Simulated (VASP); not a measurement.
Wanted: the native input for a VASP 6.6.1 run.

```
Task                   : single point
Functional             : PBE
Dispersion             : D3(BJ)
Potentials or basis    : VASP PAW PBE potentials, release 64 (Be)
Cutoff                 : 520 eV
k mesh                 : 24 × 24 × 12
Occupations            : gaussian, width 0.15 eV
Spin                   : no spin polarisation
Dipole correction      : no
Further INCAR settings : ALGO = Fast; EDIFF = 1e-06; NBANDS = 9
```

The structure of Be lies in POSCAR:

```
Be
1.0
    2.2141966284      0.0000000000      0.0000000000
   -1.1070983142      1.9175505292      0.0000000000
    0.0000000000      0.0000000000      3.5001053904
Be
2
Direct
    0.3176165720      0.6666666667      0.2500000000
    0.6823834280      0.3333333333      0.7500000000
```

This cell differs from its parent crystal: atoms displaced along a vibrational mode.

One way to write it, as run:

INCAR

```
SYSTEM = Be
  PREC = Accurate
  ENCUT = 520
  EDIFF = 1E-6
  ISMEAR = 0
  SIGMA = 0.15
  LREAL = .FALSE.
  LASPH = .TRUE.
  NELM = 60
  ALGO = Fast
  ISIF = 2
  LWAVE = .FALSE.
  LCHARG = .TRUE.
  GGA = PE
  IVDW = 12
  LELF = .TRUE.
  LVHAR = .TRUE.
  NBANDS = 9
```

KPOINTS

```
regular mesh
0
G
  24 24 12
  0 0 0
```

Potentials or basis: VASP PAW PBE potentials, release 64 (Be).

Run with:

```console
$ cat potpaw_PBE.64/Be/POTCAR > POTCAR
$ mpirun -np 1 vasp_std > vasp.out
```

Results of the run:

* Pressure: 0.3 GPa
* Largest force: 0.272 eV/Å
* Band gap on the k mesh: zero (bands 2 and 3 overlap by 2.16 eV)
* Dispersion energy per atom: -0.379 eV

Caveat: the cell differs from its parent crystal (atoms displaced along a vibrational mode).

Run time: 96 s on 1 thread of Oxide Virtual Turin-like Processor (shared host), peak memory 0.3 GiB.
